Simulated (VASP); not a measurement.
# ZnS (P1) in VASP: notebook, part 2 of 2

VASP 6.6.1. Earlier steps stand in the parts before.

## (3) Single point, PBEsol

The input, INCAR:

```
SYSTEM = ZnS
  PREC = Accurate
  ENCUT = 520
  EDIFF = 1E-7
  ISMEAR = 0
  SIGMA = 0.01
  LREAL = .FALSE.
  LASPH = .TRUE.
  NELM = 80
  ALGO = Normal
  ISIF = 2
  LWAVE = .FALSE.
  LCHARG = .FALSE.
  GGA = PS
  NBANDS = 26
```

The input, KPOINTS:

```
regular mesh
0
G
  6 6 2
  0 0 0
```

The input, POSCAR:

```
ZnS
1.0
    3.8110000000      0.0000000000      0.0000000000
   -1.9055000000      3.3004200000      0.0000000000
    0.0000000000      0.0000000000      6.2340000000
Zn S
2 2
Direct
    0.3284000000      0.6450400000      0.9967365704
    0.6863200000      0.3269600000      0.5040000000
    0.3363300000      0.7101100000      0.3884900000
    0.6780800000      0.3268100000      0.8820700000
```

Potentials or basis: VASP PAW PBE potentials, release 64 (Zn, S).

Command:

```
cat potpaw_PBE.64/Zn/POTCAR potpaw_PBE.64/S/POTCAR > POTCAR
mpirun -np 1 vasp_std > vasp.out
```

OUTCAR:

```text
SYSTEM = ZnS
   PREC = Accurate
   ENCUT = 520
   EDIFF = 1E-7
   ISMEAR = 0
   LREAL = .FALSE.
   LASPH = .TRUE.
   NELM = 80
   ISIF = 2
   GGA = PS

 ion  position               nearest neighbor table
   1  0.328  0.645  0.997-   4 2.26   4 2.32   4 2.36   3 2.45
   2  0.686  0.327  0.504-   3 2.17   3 2.27   4 2.36   3 2.53
   3  0.336  0.710  0.388-   2 2.17   2 2.27   1 2.45   2 2.53
   4  0.678  0.327  0.882-   1 2.26   1 2.32   2 2.36   1 2.36

  LATTYP: Found a hexagonal cell.
 ALAT       =     3.8110000000
 C/A-ratio  =     1.6357911309

  Lattice vectors:

 A1 = (   3.8110000000,   0.0000000000,   0.0000000000)
 A2 = (  -1.9055000000,   3.3004200000,   0.0000000000)
 A3 = (   0.0000000000,   0.0000000000,   6.2340000000)

Analysis of symmetry for initial positions (statically):
=====================================================================
 Subroutine PRICEL returns:
 Original cell was already a primitive cell.

 Routine SETGRP: Setting up the symmetry group for a
 hexagonal supercell.

 Subroutine GETGRP returns: Found  1 space group operations
 (whereof  1 operations were pure point group operations)
 out of a pool of 24 trial point group operations.

The static configuration has the point symmetry C_1 .

Analysis of symmetry for dynamics (positions and initial velocities):
=====================================================================
 Subroutine PRICEL returns:
 Original cell was already a primitive cell.

 Routine SETGRP: Setting up the symmetry group for a
 hexagonal supercell.

 Subroutine GETGRP returns: Found  1 space group operations
 (whereof  1 operations were pure point group operations)
 out of a pool of 24 trial point group operations.

The dynamic configuration has the point symmetry C_1 .

 Subroutine INISYM returns: Found  1 space group operations
 (whereof  1 operations are pure point group operations),
[... 110 lines left out ...]
   PSTRESS=    0.0 pullay stress
   NELECT =      36.0000    total number of electrons
   NUPDOWN=      -1.0000    fix difference up-down
   EMIN   =  10.00;   EMAX   =-10.00  energy-range for DOS
   EFERMI =   0.00;   METHOD = LEGACY
   ISMEAR =     0;   SIGMA  =   0.01  broadening in eV -4-tet -1-fermi 0-gaus
   EFERMI_NEDOS =   21; number of points for ismear=-14 and -15
   IALGO  =     38    algorithm
   IMIX   =      4    mixing-type and parameters
     AMIX     =   0.40;   BMIX     =  1.00
     AMIX_MAG =   1.60;   BMIX_MAG =  1.00
  volume/ion in A,a.u.               =      19.60       132.29
  Fermi-wavevector in a.u.,A,eV,Ry     =   1.262944  2.386618 21.701659  1.595027
  Thomas-Fermi vector in A             =   2.396326
   LORBIT       =      0    0 simple, 1 ext, 2 COOP (PROOUT), +10 PAW based schemes
   GGA     = PS    functional components
   LHFCALC =     F    Hartree Fock is set to
   AEXX    =    0.0000 exact exchange contribution
   IVDW    =     0    specifies the selected vdW correction
   LEPSILON=     F    determine dielectric tensor
   LRPA    =     F    only Hartree local field effects (RPA)
 non-spin polarized calculation
 Gauss-broadening in eV      SIGMA  =   0.01
  energy-cutoff  :      520.00
  volume of cell :       78.41
 maximum number of plane-waves:      2133
   NGX = 15   NGY = 15   NGZ = 23

 number of electron      36.0000004 magnetization

 Free energy of the ion-electron system (eV)
  ---------------------------------------------------
  ext. energy  EPLUGINS =         0.00000000
  ---------------------------------------------------
  free energy    TOTEN  =       -14.95532917 eV

  energy without entropy =      -14.95532917  energy(sigma->0) =      -14.95532917

 E-fermi :   2.2340     XC(G=0):  -9.8683

 val. band max:        2.1259955176   @ k =   0.0000   0.0000   0.0000
 cond. band min:       4.1787994272   @ k =   0.0000   0.0000   0.0000
 fundamental gap:      2.0528039095
 Fermi energy:         2.2339862021

 k-point     1 :       0.0000    0.0000    0.0000
  band No.  band energies     occupation
      1     -11.1768      2.00000
      2     -10.2262      2.00000
      3      -4.4744      2.00000
      4      -4.3846      2.00000
      5      -4.3394      2.00000
      6      -4.3322      2.00000
[... 685 lines left out ...]
     25       9.5043      0.00000
     26       9.9695      0.00000

 [... further k-points ...]
[... 5 lines left out ...]
  --------------------------------------------------------------------------------------
  -------------------------------------------------------------------------------------
  Total       -0.5034040      1.2875395     -0.9123120      0.9898011      0.8010528     -0.0829852
  in kB      -10.2861364     26.3085064    -18.6414200     20.2247677     16.3680438     -1.6956508
  external PRESSURE =      -0.8730167 kB  Pullay stress =       0.0000000 kB

 VOLUME and BASIS-vectors are now :
 -----------------------------------------------------------------------------
  energy-cutoff  :      520.00
  volume of cell :       78.41
      direct lattice vectors                 reciprocal lattice vectors
     3.811000000  0.000000000  0.000000000     0.262398321  0.151495870  0.000000000
    -1.905500000  3.300420000  0.000000000     0.000000000  0.302991740  0.000000000
     0.000000000  0.000000000  6.234000000     0.000000000  0.000000000  0.160410651

 POSITION                                       TOTAL-FORCE (eV/Angst)
 -----------------------------------------------------------------------------------
      0.02241      2.12890      6.21366         0.207311      0.393373      0.520522
      1.99254      1.07911      3.14194        -0.508893      1.151617      0.363031
     -0.07136      2.34366      2.42185         0.594298     -1.321320     -0.830291
      1.96143      1.07861      5.49882        -0.292716     -0.223669     -0.053262
 -----------------------------------------------------------------------------------
    total drift:                               -0.002167     -0.001126     -0.000339

  FREE ENERGIE OF THE ION-ELECTRON SYSTEM (eV)
  ---------------------------------------------------
  free  energy   TOTEN  =       -14.9553291718 eV

  energy  without entropy=      -14.9553291718  energy(sigma->0) =      -14.95532917
```

stdout:

```text
POSCAR found type information on POSCAR ZnS
 POSCAR found :  2 types and       4 ions
 scaLAPACK will be used
 -----------------------------------------------------------------------------
|                                                                             |
|                                                                             |
|     You enforced a specific xc type in the INCAR file but a different       |
|     I HOPE YOU KNOW WHAT YOU ARE DOING!                                     |
|                                                                             |
 -----------------------------------------------------------------------------

 LDA part: xc-table for (Slater+PW92), standard interpolation
 POSCAR, INCAR and KPOINTS ok, starting setup
 FFT: planning ... GRIDC
 FFT: planning ... GRID_SOFT
 FFT: planning ... GRID
 WAVECAR not read
 entering main loop
```

Run time: 31 s. Hardware: 1 thread of AMD EPYC 9R45 (Zen 5), shared host; peak memory 0.19 GiB.

Results:

```yaml
Free_energy: -14.9553 eV
Pressure: -0.1 GPa
Largest_force: 1.670 eV/Å
Band_gap_on_the_k_mesh: 2.05 eV
```

Forces in eV/Å, atoms in the order of the input:
```
Zn   0.207  0.393  0.521
Zn  -0.509  1.152  0.363
S    0.594 -1.321 -0.830
S   -0.293 -0.224 -0.053
```

Levels at points of the mesh, in eV from the valence-band top:
| k point | band 16 | band 17 | band 18 | band 19 | band 20 | band 21 |
| --- | --- | --- | --- | --- | --- | --- |
| (0.00, 0.00, 0.00) | -0.15 | -0.03 | 0.00 | 2.05 | 2.87 | 6.11 |
| (0.50, 0.00, 0.00) | -2.25 | -1.78 | -0.97 | 3.50 | 4.13 | 5.00 |
| (0.00, 0.50, 0.00) | -2.31 | -1.86 | -1.01 | 3.41 | 4.31 | 5.42 |
| (0.50, 0.50, 0.00) | -2.37 | -1.34 | -1.04 | 3.28 | 3.84 | 4.51 |
| (0.00, 0.00, 0.50) | -0.66 | -0.47 | -0.17 | 3.27 | 3.43 | 6.15 |
| (0.50, 0.00, 0.50) | -1.70 | -1.64 | -1.30 | 3.31 | 3.46 | 4.90 |
| (0.00, 0.50, 0.50) | -1.71 | -1.58 | -1.35 | 3.12 | 3.50 | 4.81 |
| (0.50, 0.50, 0.50) | -1.78 | -1.67 | -1.52 | 3.35 | 3.67 | 4.67 |

Caveat: the k points lie up to 0.50 Å⁻¹ apart; the PAW data sets were made with another functional, which shifts forces and pressure a little. Expect the measured gap to be larger: semilocal functionals such as PBEsol lack the derivative discontinuity.
